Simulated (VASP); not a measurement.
# Sc2Ta (P-3m1) in VASP: further runs

The runs below take Sc2Ta through single point, relaxation of cell and atoms, with PBE.

All numbers are computed with VASP 6.6.1; they aren't measurements. Logs are shortened: lines on timing, memory, paths and dates and some standing lists are left out, and cuts for length are marked.

**1. The cell of the first run**

The structure is trigonal, space group P-3m1 (No. 164). The conventional cell has a = 3.126 Å, b = 3.126 Å, c = 15.496 Å, α = 90.00°, β = 90.00°, γ = 120.00°. Sc (site symmetry 3m) has 12 Sc at 3.13 to 3.31 Å within 4.1 Å. Sc (site symmetry 3m) has 3 Ta at 3.03 Å and 9 Sc at 3.13 to 3.31 Å within 4.0 Å. Within 4.0 Å of Ta (site symmetry 3m) lie 9 Ta at 3.01 to 3.13 Å and 3 Sc at 3.03 Å.

**2. Single point, PBE**

Input file INCAR:

```
PREC = Accurate
ENCUT = 520
EDIFF = 1E-6
ISMEAR = 0
SIGMA = 0.2
LREAL = F
LASPH = T
NELM = 80
ALGO = Fast
ISIF = 2
LWAVE = F
LCHARG = F
GGA = PE
NBANDS = 42
```

Input file KPOINTS:

```
Automatic mesh
0
Gamma
  6 6 2
```

Input file POSCAR:

```
Sc2Ta
1.0
    3.1260190412      0.0000000000      0.0000000000
   -1.5630095206      2.7072119024      0.0000000000
    0.0000000000      0.0000000000     15.4955611236
Sc Ta
4 2
Direct
    0.3333333333      0.6666666667      0.4140950537
    0.6666666667      0.3333333333      0.5859049463
    0.3333333333      0.6666666667      0.7653219149
    0.6666666667      0.3333333333      0.2346780851
    0.3333333333      0.6666666667      0.0778482243
    0.6666666667      0.3333333333      0.9221517757
```

Potentials or basis: VASP PAW PBE potentials, release 64 (Sc_sv, Ta_pv).

Started as:

```
$ cat potpaw_PBE.64/Sc_sv/POTCAR potpaw_PBE.64/Ta_pv/POTCAR > POTCAR
$ mpirun -np 1 vasp_std > vasp.out
```

OUTCAR:

```text
PREC = Accurate
   ENCUT = 520
   EDIFF = 1E-6
   ISMEAR = 0
   LREAL = F
   LASPH = T
   NELM = 80
   ISIF = 2
   GGA = PE

 ion  position               nearest neighbor table
   1  0.333  0.667  0.414-   2 3.22   2 3.22   2 3.22   4 3.31   4 3.31   4 3.31
   2  0.667  0.333  0.586-   1 3.22   1 3.22   1 3.22   3 3.31   3 3.31   3 3.31
   3  0.333  0.667  0.765-   6 3.03   6 3.03   6 3.03   2 3.31   2 3.31   2 3.31
   4  0.667  0.333  0.235-   5 3.03   5 3.03   5 3.03   1 3.31   1 3.31   1 3.31
   5  0.333  0.667  0.078-   6 3.01   6 3.01   6 3.01   4 3.03   4 3.03   4 3.03
   6  0.667  0.333  0.922-   5 3.01   5 3.01   5 3.01   3 3.03   3 3.03   3 3.03

  LATTYP: Found a hexagonal cell.
 ALAT       =     3.1260190412
 C/A-ratio  =     4.9569631277

  Lattice vectors:

 A1 = (   3.1260190412,   0.0000000000,   0.0000000000)
 A2 = (  -1.5630095206,   2.7072119024,   0.0000000000)
 A3 = (   0.0000000000,   0.0000000000,  15.4955611236)

Analysis of symmetry for initial positions (statically):
=====================================================================
 Subroutine PRICEL returns:
 Original cell was already a primitive cell.

 Routine SETGRP: Setting up the symmetry group for a
 hexagonal supercell.

 Subroutine GETGRP returns: Found 12 space group operations
 (whereof 12 operations were pure point group operations)
 out of a pool of 24 trial point group operations.

The static configuration has the point symmetry D_3d.

Analysis of symmetry for dynamics (positions and initial velocities):
=====================================================================
 Subroutine PRICEL returns:
 Original cell was already a primitive cell.

 Routine SETGRP: Setting up the symmetry group for a
 hexagonal supercell.

 Subroutine GETGRP returns: Found 12 space group operations
 (whereof 12 operations were pure point group operations)
 out of a pool of 24 trial point group operations.

The dynamic configuration has the point symmetry D_3d.

 Subroutine INISYM returns: Found 12 space group operations
 (whereof 12 operations are pure point group operations),
 and found     1 'primitive' translations

----------------------------------------------------------------------------------------

                                     Primitive cell

  volume of cell :     131.1358

  direct lattice vectors                    reciprocal lattice vectors
[... 88 lines left out ...]
   IBRION =     -1    ionic relax: 0-MD 1-quasi-New 2-CG
   NFREE  =      0    steps in history (QN), initial steepest desc. (CG)
   ISIF   =      2    stress and relaxation
   ISYM   =      2    0-nonsym 1-usesym 2-fastsym
   POTIM  = 0.5000    time-step for ionic-motion
   TEBEG  =    0.0;   TEEND  =   0.0 temperature during run
   PSTRESS=    0.0 pullay stress
   NELECT =      66.0000    total number of electrons
   NUPDOWN=      -1.0000    fix difference up-down
   EMIN   =  10.00;   EMAX   =-10.00  energy-range for DOS
   EFERMI =   0.00;   METHOD = LEGACY
   ISMEAR =     0;   SIGMA  =   0.20  broadening in eV -4-tet -1-fermi 0-gaus
   EFERMI_NEDOS =   21; number of points for ismear=-14 and -15
   IALGO  =     68    algorithm
   IMIX   =      4    mixing-type and parameters
     AMIX     =   0.40;   BMIX     =  1.00
     AMIX_MAG =   1.60;   BMIX_MAG =  1.00
  volume/ion in A,a.u.               =      21.86       147.49
  Fermi-wavevector in a.u.,A,eV,Ry     =   1.302214  2.460828 23.072239  1.695762
  Thomas-Fermi vector in A             =   2.433297
   LORBIT       =      0    0 simple, 1 ext, 2 COOP (PROOUT), +10 PAW based schemes
   GGA     = PE    functional components
   LHFCALC =     F    Hartree Fock is set to
   AEXX    =    0.0000 exact exchange contribution
   IVDW    =     0    specifies the selected vdW correction
   LEPSILON=     F    determine dielectric tensor
   LRPA    =     F    only Hartree local field effects (RPA)
 non-spin polarized calculation
 RMM-DIIS sequential band-by-band and
 Gauss-broadening in eV      SIGMA  =   0.20
  energy-cutoff  :      520.00
  volume of cell :      131.14
 maximum number of plane-waves:      3560
 NGX is ok and might be reduce to    24
   NGX = 11   NGY = 11   NGZ = 57

 number of electron      66.0000014 magnetization

 Free energy of the ion-electron system (eV)
  ---------------------------------------------------
  ext. energy  EPLUGINS =         0.00000000
  ---------------------------------------------------
  free energy    TOTEN  =       -47.68031119 eV

  energy without entropy =      -47.49604858  energy(sigma->0) =      -47.58817988

 E-fermi :   4.4757     XC(G=0): -10.7784

 val. band max:        4.4640342290   @ k =   0.3333   0.1667   0.0000
 cond. band min:       4.5054180991   @ k =   0.1667  -0.0000   0.5000
 fundamental gap:      0.0413838701
 Fermi energy:         4.4756769987

 k-point     1 :       0.0000    0.0000    0.0000
  band No.  band energies     occupation
      1     -44.7640      2.00000
      2     -44.7285      2.00000
      3     -44.6532      2.00000
      4     -44.6525      2.00000
      5     -30.1932      2.00000
      6     -29.7611      2.00000
[... 619 lines left out ...]
     41       6.1766      0.00000
     42       6.5409      0.00000

------------------------ aborting loop because EDIFF is reached ----------------------------------------

  FORCE on cell =-STRESS in cart. coord.  units (eV):
  Direction    XX          YY          ZZ          XY          YZ          ZX
  --------------------------------------------------------------------------------------
  -------------------------------------------------------------------------------------
  Total       -0.0991016     -0.0991016     -0.2822258     -0.0000000      0.0000000     -0.0000000
  in kB       -1.2107938     -1.2107938     -3.4481494     -0.0000000      0.0000000     -0.0000000
  external PRESSURE =      -1.9565790 kB  Pullay stress =       0.0000000 kB

 VOLUME and BASIS-vectors are now :
 -----------------------------------------------------------------------------
  energy-cutoff  :      520.00
  volume of cell :      131.14
      direct lattice vectors                 reciprocal lattice vectors
     3.126019041  0.000000000  0.000000000     0.319895684  0.184691859  0.000000000
    -1.563009521  2.707211902  0.000000000     0.000000000  0.369383719  0.000000000
     0.000000000  0.000000000 15.495561124     0.000000000  0.000000000  0.064534610

 POSITION                                       TOTAL-FORCE (eV/Angst)
 -----------------------------------------------------------------------------------
     -0.00000      1.80481      6.41664         0.000000      0.000000      0.013413
      1.56301      0.90240      9.07893        -0.000000     -0.000000     -0.013413
     -0.00000      1.80481     11.85909        -0.000000      0.000000      0.007496
      1.56301      0.90240      3.63647         0.000000     -0.000000     -0.007496
     -0.00000      1.80481      1.20630        -0.000000     -0.000000     -0.072125
      1.56301      0.90240     14.28926        -0.000000      0.000000      0.072125
 -----------------------------------------------------------------------------------
    total drift:                                0.000000     -0.000000     -0.000000

  FREE ENERGIE OF THE ION-ELECTRON SYSTEM (eV)
  ---------------------------------------------------
  free  energy   TOTEN  =       -47.6803111858 eV

  energy  without entropy=      -47.4960485762  energy(sigma->0) =      -47.58817988
```

stdout:

```text
POSCAR found type information on POSCAR ScTa
 POSCAR found :  2 types and       6 ions
 scaLAPACK will be used
 LDA part: xc-table for (Slater+PW92), standard interpolation
 POSCAR, INCAR and KPOINTS ok, starting setup
 FFT: planning ... GRIDC
 FFT: planning ... GRID_SOFT
 FFT: planning ... GRID
 WAVECAR not read
 entering main loop
```

It took 72 s on 1 thread of Intel Xeon 6975P-C (Granite Rapids), shared host; peak memory 0.27 GiB.

What came out:

```
Free energy            : -47.6803 eV
Pressure               : -0.2 GPa
Largest force          : 0.072 eV/Å
Band gap on the k mesh : zero (band 33 reaches 4.93 eV, above the bottom of band 34 at 4.15 eV)
```

Forces in eV/Å, atoms in the order of the input:
```
Sc   0.000  0.000  0.013
Sc   0.000  0.000 -0.013
Sc   0.000  0.000  0.007
Sc   0.000  0.000 -0.007
Ta   0.000  0.000 -0.072
Ta   0.000  0.000  0.072
```

Stress tensor (GPa, compression positive):
```
-0.12  0.00  0.00
 0.00 -0.12  0.00
 0.00  0.00 -0.34
```

Levels at points of the mesh, in eV from the Fermi level:
```tsv
k point	band 30	band 31	band 32	band 33	band 34	band 35	band 36	band 37
(0.00, 0.00, 0.00)	-0.04	0.24	0.24	0.38	0.50	0.50	0.89	0.96
(0.50, 0.00, 0.00)	-1.05	-0.94	-0.38	-0.23	-0.08	0.44	0.93	1.02
(0.00, 0.00, 0.50)	-0.02	0.24	0.24	0.45	0.50	0.50	0.64	1.24
(0.50, 0.00, 0.50)	-1.13	-1.03	-0.59	-0.13	-0.10	0.44	1.09	1.18
```

Caveat: the k points lie up to 0.39 Å⁻¹ apart; spin-orbit coupling is left out, which moves the levels of the heavy elements.

**3. Relaxation of cell and atoms, PBE**

This run uses another cell than the first one, of 20.48 Å³/atom, 0.937 times its volume.

Input file INCAR:

```
PREC     = Accurate       # precision mode
ENCUT    = 600            # plane-wave cutoff, eV
EDIFF    = 1E-7           # SCF threshold, eV
ISMEAR   = 0              # smearing method
SIGMA    = 0.2            # smearing width, eV
LREAL    = F              # projectors in reciprocal space
LASPH    = T              # aspherical terms in the spheres
NELM     = 60             # most SCF steps
ALGO     = Normal         # electronic algorithm
ISIF     = 3              # what is computed and relaxed
LWAVE    = F              # write WAVECAR
LCHARG   = F              # write CHGCAR
GGA      = PE             # functional
IBRION   = 2              # ionic algorithm
NSW      = 36             # ionic steps
EDIFFG   = -0.08          # ionic threshold
```

KPOINTS is that of step 2.

Input file POSCAR:

```
Sc2Ta
1.0
    3.1500000000      0.0000000000      0.0000000000
   -1.5750000000      2.7279800200      0.0000000000
    0.0000000000      0.0000000000     14.3000000000
Sc Ta
4 2
Direct
    0.3333333300      0.6666666700      0.4166670000
    0.6666666700      0.3333333300      0.5833330000
    0.3333333300      0.6666666700      0.7500000000
    0.6666666700      0.3333333300      0.2500000000
    0.3333333300      0.6666666700      0.0833330000
    0.6666666700      0.3333333300      0.9166670000
```

Potentials or basis: VASP PAW PBE potentials, release 64 (Sc_sv, Ta_pv).

Started as:

```
$ cat potpaw_PBE.64/Sc_sv/POTCAR potpaw_PBE.64/Ta_pv/POTCAR > POTCAR
$ mpirun -np 1 vasp_std > vasp.out
```

OUTCAR:

```text
PREC = Accurate
   ENCUT = 600
   EDIFF = 1E-7
   ISMEAR = 0
   LREAL = F
   LASPH = T
   NELM = 60
   ISIF = 3
   GGA = PE
   IBRION = 2
   NSW = 36
   EDIFFG = -0.08

 ion  position               nearest neighbor table
   1  0.333  0.667  0.417-   2 3.00   2 3.00   2 3.00   4 3.00   4 3.00   4 3.00
   2  0.667  0.333  0.583-   1 3.00   1 3.00   1 3.00   3 3.00   3 3.00   3 3.00
   3  0.333  0.667  0.750-   2 3.00   6 3.00   2 3.00   6 3.00   2 3.00   6 3.00
   4  0.667  0.333  0.250-   1 3.00   5 3.00   1 3.00   5 3.00   1 3.00   5 3.00
   5  0.333  0.667  0.083-   6 3.00   6 3.00   6 3.00   4 3.00   4 3.00   4 3.00
   6  0.667  0.333  0.917-   5 3.00   5 3.00   5 3.00   3 3.00   3 3.00   3 3.00

  LATTYP: Found a hexagonal cell.
 ALAT       =     3.1500000000
 C/A-ratio  =     4.5396825397

  Lattice vectors:

 A1 = (   3.1500000000,   0.0000000000,   0.0000000000)
 A2 = (  -1.5750000000,   2.7279800200,   0.0000000000)
 A3 = (   0.0000000000,   0.0000000000,  14.3000000000)

Analysis of symmetry for initial positions (statically):
=====================================================================
 Subroutine PRICEL returns:
 Original cell was already a primitive cell.

 Routine SETGRP: Setting up the symmetry group for a
 hexagonal supercell.

 Subroutine GETGRP returns: Found 12 space group operations
 (whereof 12 operations were pure point group operations)
 out of a pool of 24 trial point group operations.

The static configuration has the point symmetry D_3d.

Analysis of symmetry for dynamics (positions and initial velocities):
=====================================================================
 Subroutine PRICEL returns:
 Original cell was already a primitive cell.

 Routine SETGRP: Setting up the symmetry group for a
 hexagonal supercell.

 Subroutine GETGRP returns: Found 12 space group operations
 (whereof 12 operations were pure point group operations)
 out of a pool of 24 trial point group operations.

[... 120 lines left out ...]
  Thomas-Fermi vector in A             =   2.459805
   LORBIT       =      0    0 simple, 1 ext, 2 COOP (PROOUT), +10 PAW based schemes
   GGA     = PE    functional components
   LHFCALC =     F    Hartree Fock is set to
   AEXX    =    0.0000 exact exchange contribution
   IVDW    =     0    specifies the selected vdW correction
   LEPSILON=     F    determine dielectric tensor
   LRPA    =     F    only Hartree local field effects (RPA)
 conjugate gradient relaxation of ions
 non-spin polarized calculation
 Gauss-broadening in eV      SIGMA  =   0.20
  energy-cutoff  :      600.00
  volume of cell :      122.88
 maximum number of plane-waves:      4125
 NGX is ok and might be reduce to    28
   NGX = 13   NGY = 13   NGZ = 57

--------------------------------------- Ionic step        1  -------------------------------------------

 number of electron      66.0000001 magnetization

 Free energy of the ion-electron system (eV)
  ---------------------------------------------------
  ext. energy  EPLUGINS =         0.00000000
  ---------------------------------------------------
  free energy    TOTEN  =       -47.24497146 eV

  energy without entropy =      -47.08926349  energy(sigma->0) =      -47.16711748

------------------------ aborting loop because EDIFF is reached ----------------------------------------

  FORCE on cell =-STRESS in cart. coord.  units (eV):
  Direction    XX          YY          ZZ          XY          YZ          ZX
  --------------------------------------------------------------------------------------
  -------------------------------------------------------------------------------------
  Total        1.5102044      1.5102044      7.0501580     -0.0000000      0.0000000      0.0000000
  in kB       19.6905814     19.6905813     91.9224637     -0.0000000      0.0000000      0.0000000
  external PRESSURE =      43.7678755 kB  Pullay stress =       0.0000000 kB
[... 101 lines left out ...]
  FREE ENERGIE OF THE ION-ELECTRON SYSTEM (eV)
  ---------------------------------------------------
  free  energy   TOTEN  =       -47.4623786869 eV

  energy  without entropy=      -47.2789489372  energy(sigma->0) =      -47.37066381

[... ionic steps 4 to 7 ...]

--------------------------------------- Ionic step        8  -------------------------------------------

 number of electron      65.9999998 magnetization

------------------------ aborting loop because EDIFF is reached ----------------------------------------
[... 75 lines left out ...]
--------------------------------------- Ionic step       10  -------------------------------------------

 number of electron      66.0000000 magnetization

 Free energy of the ion-electron system (eV)
  ---------------------------------------------------
  ext. energy  EPLUGINS =         0.00000000
  ---------------------------------------------------
  free energy    TOTEN  =       -47.67940250 eV

  energy without entropy =      -47.49482664  energy(sigma->0) =      -47.58711457

 E-fermi :   4.4827     XC(G=0): -10.7822

 val. band max:        4.4740614734   @ k =   0.3333   0.1667   0.0000
 cond. band min:       4.5004617106   @ k =   0.1667   0.0000   0.5000
 fundamental gap:      0.0264002372
 Fermi energy:         4.4826794796

 k-point     1 :       0.0000    0.0000    0.0000
  band No.  band energies     occupation
      1     -44.7409      2.00000
      2     -44.7020      2.00000
      3     -44.6498      2.00000
      4     -44.6485      2.00000
      5     -30.1849      2.00000
      6     -29.7396      2.00000
[... 610 lines left out ...]
  FREE ENERGIE OF THE ION-ELECTRON SYSTEM (eV)
  ---------------------------------------------------
  free  energy   TOTEN  =       -47.6794024961 eV

  energy  without entropy=      -47.4948266429  energy(sigma->0) =      -47.58711457

 reached required accuracy - stopping structural energy minimisation
```

OSZICAR:

```text
N       E                     dE             d eps       ncg     rms          rms(c)
DAV:   1     0.135180096167E+04    0.13518E+04   -0.33736E+04  1092   0.205E+03
DAV:   2     0.667121654564E+02   -0.12851E+04   -0.12710E+04  1476   0.805E+02
DAV:   3    -0.425930549454E+02   -0.10931E+03   -0.10483E+03  1773   0.299E+02
[... 133 lines left out ...]
DAV:   5    -0.476794000653E+02    0.23237E-03   -0.13088E-03  1616   0.278E-01    0.277E-02
DAV:   6    -0.476794026122E+02   -0.25469E-05   -0.71234E-05  1777   0.679E-02    0.159E-02
DAV:   7    -0.476794026673E+02   -0.55142E-07   -0.10487E-05  1848   0.250E-02    0.527E-03
DAV:   8    -0.476794024812E+02    0.18612E-06   -0.26515E-06  1553   0.134E-02    0.144E-03
DAV:   9    -0.476794024961E+02   -0.14908E-07   -0.18367E-07   867   0.419E-03
  10 F= -.47679402E+02 E0= -.47587115E+02  d E =-.214807E-02
```

Run time: 8.4 min. Hardware: 1 thread of Intel Xeon 6975P-C (Granite Rapids), shared host; peak memory 0.35 GiB.

What came out:

| Quantity | Value |
| --- | --- |
| Free energy | -47.6794 eV |
| Relaxed volume | 21.83 Å³/atom |
| Relaxed cell | a = 3.126 Å, b = 3.126 Å, c = 15.478 Å, α = 90.00°, β = 90.00°, γ = 120.00° |
| Space group after relaxing (to 0.05 Å) | P-3m1 (No. 164) |
| Energy gained by relaxing | 72.4 meV/atom |
| Ionic steps | 10 |
| Pressure after relaxing | 0.0 GPa |
| Largest force after relaxing | 0.079 eV/Å |
| Band gap on the k mesh | zero (band 33 reaches 4.94 eV, above the bottom of band 34 at 4.17 eV) |

Forces in eV/Å, atoms in the order of the input:
```
Sc   0.000  0.000 -0.079
Sc   0.000  0.000  0.079
Sc   0.000  0.000 -0.028
Sc   0.000  0.000  0.028
Ta   0.000  0.000 -0.010
Ta   0.000  0.000  0.010
```

The path:
```
step  energy change (eV)  largest force (eV/Å)  pressure (GPa)  volume (Å³)
   1              0.0000                0.7561            4.38       122.88
   2             -0.2148                0.6997           -2.78       133.02
   3             -0.2174                0.7029           -2.12       131.91
   4             -0.3388                0.5267           -0.53       129.95
   5             -0.3626                0.4215            0.56       128.68
   6             -0.3931                0.3138            0.02       129.75
   7             -0.4232                0.1440           -1.09       132.30
   8             -0.4271                0.1477            1.05       129.77
   9             -0.4323                0.1188            0.11       130.84
  10             -0.4344                0.0788            0.04       130.97
```

Final structure:
```cif
data_structure
_symmetry_space_group_name_H-M 'P 1'
_symmetry_Int_Tables_number 1
_cell_length_a 3.1258
_cell_length_b 3.1258
_cell_length_c 15.4782
_cell_angle_alpha 90.000
_cell_angle_beta 90.000
_cell_angle_gamma 120.000
_cell_volume 130.97
loop_
_atom_site_label
_atom_site_type_symbol
_atom_site_fract_x
_atom_site_fract_y
_atom_site_fract_z
_atom_site_occupancy
Sc1 Sc 0.33333 0.66667 0.41506 1
Sc2 Sc 0.66667 0.33333 0.58494 1
Sc3 Sc 0.33333 0.66667 0.76572 1
Sc4 Sc 0.66667 0.33333 0.23428 1
Ta1 Ta 0.33333 0.66667 0.07751 1
Ta2 Ta 0.66667 0.33333 0.92249 1
```

Levels at points of the mesh, in eV from the Fermi level:
| k point | band 31 | band 32 | band 33 | band 34 | band 35 | band 36 |
| --- | --- | --- | --- | --- | --- | --- |
| (0.00, 0.00, 0.00) | 0.23 | 0.23 | 0.42 | 0.48 | 0.48 | 0.94 |
| (0.50, 0.00, 0.00) | -0.94 | -0.38 | -0.21 | -0.08 | 0.41 | 0.94 |
| (0.00, 0.00, 0.50) | 0.23 | 0.23 | 0.46 | 0.48 | 0.48 | 0.68 |
| (0.50, 0.00, 0.50) | -1.03 | -0.58 | -0.13 | -0.08 | 0.41 | 1.11 |

Caveat: the k points lie up to 0.39 Å⁻¹ apart in the final cell; spin-orbit coupling is left out, which moves the levels of the heavy elements; the relaxation stopped at a loose force limit of 0.08 eV/Å, so its end isn't a converged minimum.
